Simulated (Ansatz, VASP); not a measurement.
**One calculation of AlRu, two programs**

```
Al Ru
1.0
     2.99160    0.00000    0.00000
     0.00000    2.99160    0.00000
     0.00000    0.00000    3.02152
Al Ru
1 1
Direct
  0.00000 0.00000 0.00000
  0.50000 0.50000 0.50000
```

Change from the starting cell: z stretched by +1 %, ions relaxed.

Alike in both runs: functional PBE; k mesh 16 × 16 × 16; occupations fermi-dirac, width 0.05 eV; no spin polarisation.

Ansatz relaxed the structure, and its values are those at the end. VASP's run is a single point on that final structure, the one shown.

|  | VASP | Ansatz |
| --- | --- | --- |
| version | VASP 6.6.1 | Ansatz 0.2.0 |
| potentials or method | VASP PAW PBE potentials, release 64 (Al, Ru_pv) | plane-wave PAW, scalar-relativistic |
| plane-wave cutoff (eV) | 520 | 420 |
| valence electrons in the cell | 17 | 19 |

|  | VASP | Ansatz | Ansatz less VASP |
| --- | --- | --- | --- |
| pressure (GPa) | 0.5 | 0.5 | +0.04 |

VASP's potentials hold 17 valence electrons a cell and Ansatz's 19, so a difference there can come from the potentials and not from the codes. Ansatz's warnings: stress scf threshold loose.
